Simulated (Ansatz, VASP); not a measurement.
Two plane-wave programs on FeNi3

File INCAR:

```
PREC = Accurate
ENCUT = 520
EDIFF = 1E-6
ISMEAR = 0
SIGMA = 0.05
LREAL = False
LASPH = True
NELM = 150
ALGO = Fast
ISIF = 2
LWAVE = False
LCHARG = True
ISPIN = 2
MAGMOM = 2.91 0.68 0.68 0.68
LORBIT = 11
LMAXMIX = 4
GGA = PE
LELF = True
LVHAR = True
NBANDS = 31
```

Contents of KPOINTS:

```
regular mesh
0
Gamma
  10 10 10
```

Contents of POSCAR:

```
FeNi3
1.0
    3.6814783182      0.0000000000      0.0000000000
    0.0000000000      3.6814783182      0.0000000000
    0.0000000000      0.0000000000      3.6814783182
Fe Ni
1 3
Direct
    0.0000000000      0.0000000000      0.0000000000
    0.0000000000      0.5000000000      0.5000000000
    0.5000000000      0.0000000000      0.5000000000
    0.5000000000      0.5000000000      0.0000000000
```

Input for Ansatz:

```yaml
crystal:
  lattice:
    - [3.6814783182, 0.0, 0.0]
    - [0.0, 3.6814783182, 0.0]
    - [0.0, 0.0, 3.6814783182]
  atoms:
    - { symbol: Fe, position: [0.0, 0.0, 0.0], spin: 2.91 }
    - { symbol: Ni, position: [0.0, 0.5, 0.5], spin: 0.68 }
    - { symbol: Ni, position: [0.5, 0.0, 0.5], spin: 0.68 }
    - { symbol: Ni, position: [0.5, 0.5, 0.0], spin: 0.68 }
magnetization:
  spin_polarized: true
basis:
  ecutwfc: 420
  fft_grid_basis: typed
kpoints:
  mp_grid: { grid: [10, 10, 10] }
hamiltonian:
  xc: pbe
  pseudopotentials: { kind: paw }
scf:
  occupations: { method: gaussian, width: 0.05 }
output:
  forces: true
  stress: true
  eigenvalues: true
  bader: true
  write_density: true
  volumetric_format: npy
  populations: true
  elf: true
```

Alike in both runs: task single point; functional PBE; k mesh 10 × 10 × 10; occupations gaussian, width 0.05 eV; collinear spin.

|  | VASP | Ansatz |
| --- | --- | --- |
| version | VASP 6.6.1 | Ansatz 0.2.0 |
| potentials or method | VASP PAW PBE potentials, release 64 (Fe, Ni), cutoff 520 eV | scalar-relativistic, plane waves, PAW |
| valence electrons in the cell | 38 | 70 |

```tsv
	VASP	Ansatz	Ansatz less VASP
gap on the k mesh at the Fermi level (eV)	none	none	-
pressure (GPa)	-16.8	-16.8	+0.01
net moment per atom (μB)	1.25	1.27	+0.018
size of the moment on the site where the two differ most (μB)	0.68	0.73	+0.050
```

Site moments also hang on the region over which each program counts them. A gap of «none» marks a metal or a gap that the smearing closes. With one functional, cell and mesh, what is left measures potentials, basis and numerics. VASP's potentials hold 38 valence electrons a cell and Ansatz's 70, so a difference there can come from the potentials and not from the codes.
